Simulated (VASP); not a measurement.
# In (Pm-3m) in VASP: further runs, part 2 of 2

VASP 6.6.1. The steps go on from the part before.

### 3 Single point, r2SCAN (24.81 Å³/atom)

This run uses another cell than the first one, of 24.81 Å³/atom.

The input, POSCAR:

```
In
1.0
    2.9167328128      0.0000000000      0.0000000000
    0.0000000000      2.9167328128      0.0000000000
    0.0000000000      0.0000000000      2.9167328128
In
1
Direct
    0.0000000000      0.0000000000      0.0000000000
```

The input, INCAR.step1:

```
SYSTEM = In
PREC = Accurate
ENCUT = 520
ISMEAR = -1
SIGMA = 0.1
LREAL = .False.
LASPH = .True.
NELM = 100
NBANDS = 12
GGA = PE
ALGO = Normal
EDIFF = 1E-4
LWAVE = .True.
LCHARG = .False.
```

The input, INCAR.step2:

```
SYSTEM = In
PREC = Accurate
ENCUT = 520
EDIFF = 1E-6
ISMEAR = -1
SIGMA = 0.1
LREAL = .False.
LASPH = .True.
NELM = 100
ALGO = Normal
ISIF = 2
LWAVE = .False.
LCHARG = .False.
METAGGA = R2SCAN
LMIXTAU = .True.
NBANDS = 12
ISTART = 1
```

The input, KPOINTS:

```
regular mesh
0
Gamma
  12 12 12
  0 0 0
```

Potentials or basis: VASP PAW PBE potentials, release 64 (In_d).

Command:

```console
> cat potpaw_PBE.64/In_d/POTCAR > POTCAR
> cp INCAR.step1 INCAR
> mpirun -np 1 vasp_std > vasp.out
> cp INCAR.step2 INCAR
> mpirun -np 1 vasp_std > vasp.out
```

OUTCAR:

```text
SYSTEM = In
   PREC = Accurate
   ENCUT = 520
   EDIFF = 1E-6
   ISMEAR = -1
   LREAL = .False.
   LASPH = .True.
   NELM = 100
   ISIF = 2
   METAGGA = R2SCAN
   ISTART = 1

 ion  position               nearest neighbor table
   1  0.000  0.000  0.000-

  LATTYP: Found a simple cubic cell.
 ALAT       =     2.9167328128

  Lattice vectors:

 A1 = (   2.9167328128,   0.0000000000,   0.0000000000)
 A2 = (   0.0000000000,   2.9167328128,   0.0000000000)
 A3 = (   0.0000000000,   0.0000000000,   2.9167328128)

Analysis of symmetry for initial positions (statically):
=====================================================================
 Subroutine PRICEL returns:
 Original cell was already a primitive cell.

 Routine SETGRP: Setting up the symmetry group for a
 simple cubic supercell.

 Subroutine GETGRP returns: Found 48 space group operations
 (whereof 48 operations were pure point group operations)
 out of a pool of 48 trial point group operations.

The static configuration has the point symmetry O_h .

Analysis of symmetry for dynamics (positions and initial velocities):
=====================================================================
 Subroutine PRICEL returns:
 Original cell was already a primitive cell.

 Routine SETGRP: Setting up the symmetry group for a
 simple cubic supercell.

 Subroutine GETGRP returns: Found 48 space group operations
 (whereof 48 operations were pure point group operations)
 out of a pool of 48 trial point group operations.

The dynamic configuration has the point symmetry O_h .

 Subroutine INISYM returns: Found 48 space group operations
 (whereof 48 operations are pure point group operations),
 and found     1 'primitive' translations

----------------------------------------------------------------------------------------

                                     Primitive cell

  volume of cell :      24.8136

  direct lattice vectors                    reciprocal lattice vectors
     2.916732813  0.000000000  0.000000000     0.342849367  0.000000000  0.000000000
     0.000000000  2.916732813  0.000000000     0.000000000  0.342849367  0.000000000
     0.000000000  0.000000000  2.916732813     0.000000000  0.000000000  0.342849367

  length of vectors
     2.916732813  2.916732813  2.916732813     0.342849367  0.342849367  0.342849367

  position of ions in fractional coordinates (direct lattice)
     0.000000000  0.000000000  0.000000000

  ion indices of the primitive-cell ions
   primitive index   ion index
                 1           1

----------------------------------------------------------------------------------------

 KPOINTS: regular mesh

Automatic generation of k-mesh.
 Grid dimensions read from file:
 generate k-points for:   12   12   12

 Generating k-lattice:

  Cartesian coordinates                     Fractional coordinates (reciprocal lattice)
     0.028570781  0.000000000  0.000000000     0.083333333  0.000000000  0.000000000
     0.000000000  0.028570781  0.000000000     0.000000000  0.083333333  0.000000000
     0.000000000  0.000000000  0.028570781     0.000000000  0.000000000  0.083333333

  Length of vectors
     0.028570781  0.028570781  0.028570781

  Shift w.r.t. Gamma in fractional coordinates (k-lattice)
     0.000000000  0.000000000  0.000000000

 Subroutine IBZKPT returns following result:
 ===========================================

 Found     84 irreducible k-points:

 Following reciprocal coordinates:
            Coordinates               Weight
  0.000000  0.000000  0.000000      1.000000
  0.083333  0.000000  0.000000      6.000000
  0.166667  0.000000  0.000000      6.000000
  0.250000  0.000000  0.000000      6.000000
  0.333333  0.000000  0.000000      6.000000
  0.416667  0.000000  0.000000      6.000000
[... 16 lines left out ...]
  0.333333  0.333333  0.000000     12.000000
  0.416667  0.333333  0.000000     24.000000
 [... further k-points ...]
   k-points           NKPTS =     84   k-points in BZ     NKDIM =     84   number of bands    NBANDS=     12
   number of dos      NEDOS =    301   number of ions     NIONS =      1
   total plane-waves  NPLWV =  13824
   dimension x,y,z NGX =    24 NGY =   24 NGZ =   24
   dimension x,y,z NGXF=    48 NGYF=   48 NGZF=   48
   ions per type =               1
   NGX,Y,Z   is equivalent  to a cutoff of  13.68, 13.68, 13.68 a.u.
   NGXF,Y,Z  is equivalent  to a cutoff of  27.36, 27.36, 27.36 a.u.
 SYSTEM =  In
   PREC   = accura    normal or accurate (medium, high low for compatibility)
   ISTART =      1    job   : 0-new  1-cont  2-samecut
   ICHARG =      0    charge: 1-file 2-atom 10-const
   ISPIN  =      1    spin polarized calculation?
   LNONCOLLINEAR =      F non collinear calculations
   LSORBIT =      F    spin-orbit coupling
   LASPH  =      T    aspherical Exc in radial PAW
   ENCUT  =  520.0 eV  38.22 Ry    6.18 a.u.   5.42  5.42  5.42*2*pi/ulx,y,z
   NELM   =    100;   NELMIN=  2; NELMDL=  0     # of ELM steps
   EDIFF  = 0.1E-05   stopping-criterion for ELM
   LREAL  =      F    real-space projection
   EDIFFG = 0.1E-04   stopping-criterion for IOM
   NSW    =      0    number of steps for IOM
   IBRION =     -1    ionic relax: 0-MD 1-quasi-New 2-CG
   NFREE  =      0    steps in history (QN), initial steepest desc. (CG)
   ISIF   =      2    stress and relaxation
   ISYM   =      2    0-nonsym 1-usesym 2-fastsym
   POTIM  = 0.5000    time-step for ionic-motion
   TEBEG  =    0.0;   TEEND  =   0.0 temperature during run
   PSTRESS=    0.0 pullay stress
   NELECT =      13.0000    total number of electrons
   NUPDOWN=      -1.0000    fix difference up-down
   EMIN   =  10.00;   EMAX   =-10.00  energy-range for DOS
   EFERMI =   0.00;   METHOD = LEGACY
   ISMEAR =    -1;   SIGMA  =   0.10  broadening in eV -4-tet -1-fermi 0-gaus
   EFERMI_NEDOS =   21; number of points for ismear=-14 and -15
   IALGO  =     38    algorithm
   IMIX   =      4    mixing-type and parameters
     AMIX     =   0.40;   BMIX     =  1.00
     AMIX_MAG =   1.60;   BMIX_MAG =  1.00
  volume/ion in A,a.u.               =      24.81       167.45
  Fermi-wavevector in a.u.,A,eV,Ry     =   1.319753  2.493971 23.697917  1.741748
  Thomas-Fermi vector in A             =   2.449628
   LORBIT       =      0    0 simple, 1 ext, 2 COOP (PROOUT), +10 PAW based schemes
   METAGGA = R2SCAN    functional components
   LHFCALC =     F    Hartree Fock is set to
   AEXX    =    0.0000 exact exchange contribution
   IVDW    =     0    specifies the selected vdW correction
   LEPSILON=     F    determine dielectric tensor
   LRPA    =     F    only Hartree local field effects (RPA)
 non-spin polarized calculation
  energy-cutoff  :      520.00
  volume of cell :       24.81
 maximum number of plane-waves:       691
 NGX is ok and might be reduce to    24
   NGX = 11   NGY = 11   NGZ = 11

 number of electron      12.9999992 magnetization

 Free energy of the ion-electron system (eV)
  ---------------------------------------------------
  ext. energy  EPLUGINS =         0.00000000
  ---------------------------------------------------
  free energy    TOTEN  =       -22.47034406 eV

  energy without entropy =      -22.45623513  energy(sigma->0) =      -22.46328959

 E-fermi :   7.8284     XC(G=0): -11.2318

 val. band max:        7.7868957773   @ k =   0.3333   0.1667   0.0833
 cond. band min:       7.8307574036   @ k =   0.5000   0.5000   0.2500
 fundamental gap:      0.0438616264
 Fermi energy:         7.8284171410

 k-point     1 :       0.0000    0.0000    0.0000
  band No.  band energies     occupation
      1      -7.9890      2.00000
      2      -7.9890      2.00000
      3      -6.9218      2.00000
      4      -6.9218      2.00000
      5      -6.9218      2.00000
      6      -2.4985      2.00000
      7      16.3286      0.00000
      8      16.3286      0.00000
      9      16.3286      0.00000
     10      19.7081      0.00000
     11      19.7081      0.00000
     12      21.8892      0.00000
[... 331 lines left out ...]
 k-point    24 :       0.4167    0.3333    0.0000
  band No.  band energies     occupation
      1      -7.6563      2.00000
      2      -7.5571      2.00000
      3      -7.1676      2.00000
      4      -7.1097      2.00000
      5      -6.8918      2.00000
      6       3.1673      2.00000
      7       6.9599      1.99966
      8      10.5276      0.00000
      9      14.9660      0.00000
     10      22.3578      0.00000
     11      23.3892      0.00000
     12      25.3975      0.00000

 [... further k-points ...]

------------------------ aborting loop because EDIFF is reached ----------------------------------------

  FORCE on cell =-STRESS in cart. coord.  units (eV):
  Direction    XX          YY          ZZ          XY          YZ          ZX
  --------------------------------------------------------------------------------------
  -------------------------------------------------------------------------------------
  Total        1.0719035      1.0719035      1.0719035      0.0000000     -0.0000000     -0.0000000
  in kB       69.2111889     69.2111889     69.2111889      0.0000000     -0.0000000     -0.0000000
  external PRESSURE =      69.2111889 kB  Pullay stress =       0.0000000 kB

 VOLUME and BASIS-vectors are now :
 -----------------------------------------------------------------------------
  energy-cutoff  :      520.00
  volume of cell :       24.81
      direct lattice vectors                 reciprocal lattice vectors
     2.916732813  0.000000000  0.000000000     0.342849367  0.000000000  0.000000000
     0.000000000  2.916732813  0.000000000     0.000000000  0.342849367  0.000000000
     0.000000000  0.000000000  2.916732813     0.000000000  0.000000000  0.342849367

 POSITION                                       TOTAL-FORCE (eV/Angst)
 -----------------------------------------------------------------------------------
      0.00000      0.00000      0.00000         0.000000      0.000000      0.000000
 -----------------------------------------------------------------------------------
    total drift:                                0.000000     -0.000000      0.000000

  FREE ENERGIE OF THE ION-ELECTRON SYSTEM (eV)
  ---------------------------------------------------
  free  energy   TOTEN  =       -22.4703440566 eV

  energy  without entropy=      -22.4562351301  energy(sigma->0) =      -22.46328959
```

Run time: 94 s. Hardware: 1 thread of Intel Xeon 8259CL, shared host; peak memory 0.16 GiB.

Results:

- Free energy: -22.4703 eV
- Pressure: 6.9 GPa
- Band gap on the k mesh: zero (an odd number of electrons rules out a gap without spin polarisation)

Levels at points of the mesh, in eV from the Fermi level:
```
           k point  band 3  band 4  band 5  band 6  band 7  band 8  band 9  band 10
(0.00, 0.00, 0.00)  -14.75  -14.75  -14.75  -10.33    8.50    8.50    8.50    11.88
(0.50, 0.00, 0.00)  -15.05  -15.05  -14.72   -5.73   -4.13   12.32   12.32    13.92
(0.50, 0.50, 0.00)  -15.00  -15.00  -14.46   -0.94   -0.87   -0.87    4.37    17.07
(0.50, 0.50, 0.50)  -15.44  -14.45  -14.45    2.44    2.44    2.44    4.96     8.04
```

Caveat: the cell stands under pressure; the PAW data sets were made with another functional, which shifts forces and pressure a little; spin-orbit coupling is left out, which moves the levels of the heavy elements.
